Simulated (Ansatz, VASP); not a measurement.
SnSe2 in VASP and in Ansatz

```
Sn Se
1.0
     4.03100    0.00000    0.00000
    -2.01550    3.49095    0.00000
     0.00000    0.00000    6.01163
Sn Se
1 2
Direct
  0.00000 0.00000 0.00000
  0.33333 0.66667 0.26515
  0.66667 0.33333 0.73485
```

Change from the starting cell: strain +0.050 along x and y, +0.000 along z, atoms carried along.

Alike in both runs: task single point; functional PBE; dispersion D3(BJ); k mesh 12 × 12 × 6; occupations gaussian, width 0.03 eV; no spin polarisation.

|  | VASP | Ansatz |
| --- | --- | --- |
| version | VASP 6.6.1 | Ansatz 0.2.0 |
| potentials or method | VASP PAW PBE potentials, release 64 (Sn_d, Se), cutoff 520 eV | scalar-relativistic, plane waves, PAW |
| valence electrons in the cell | 26 | 46 |

```csv
,VASP,Ansatz,Ansatz less VASP
gap on the k mesh at the Fermi level (eV),none,none,-
pressure (GPa),-5.1,-5.1,-0.04
"traceless stress, the component that is largest in VASP (GPa)",1.52,1.52,+0.001
rms of the force components (eV/Å),0.178,0.182,+0.0041
```

Atom by atom the forces differ by 0.004 eV/Å (rms over components). A gap of «none» marks a metal or a gap that the smearing closes. VASP's potentials hold 26 valence electrons a cell and Ansatz's 46, so a difference there can come from the potentials and not from the codes.
